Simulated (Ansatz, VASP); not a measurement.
**PtS2: VASP beside Ansatz**

```xyz
6
Lattice="3.5415 0.0000 0.0000 -1.7708 3.0671 0.0000 0.0000 0.0000 22.4671" Properties=species:S:1:pos:R:3 pbc="T T T"
S     1.7708    1.0224    4.5000
S     0.0000    2.0447    6.9835
S     0.5903    2.0447   11.1235
S    -1.1805    3.0671   13.6071
Pt    0.0000    0.0000    5.7418
Pt   -1.1805    1.0224   12.3653
```

Alike in both runs: task single point; functional PBE; dispersion D3(BJ); k mesh 9 × 9 × 1; occupations gaussian, width 0.05 eV; no spin polarisation.

|  | VASP | Ansatz |
| --- | --- | --- |
| version | VASP 6.6.1 | Ansatz 0.2.0 |
| potentials or method | VASP PAW PBE potentials, release 64 (S, Pt), cutoff 520 eV | scalar-relativistic, plane waves, PAW |
| valence electrons in the cell | 44 | 60 |

VASP gave:

| Property | Result |
| --- | --- |
| gap on the k mesh at the Fermi level (eV) | 1.67 |
| least direct gap on the mesh (eV) | 1.74 |
| rms of the force components (eV/Å) | 0.019 |

**Question.** What did Ansatz give for the same quantities?

**Answer.** gap on the k mesh at the Fermi level (eV): 1.66; least direct gap on the mesh (eV): 1.73; rms of the force components (eV/Å): 0.020.

VASP's potentials hold 44 valence electrons a cell and Ansatz's 60, so a difference there can come from the potentials and not from the codes.

Neither program's run includes spin-orbit coupling.
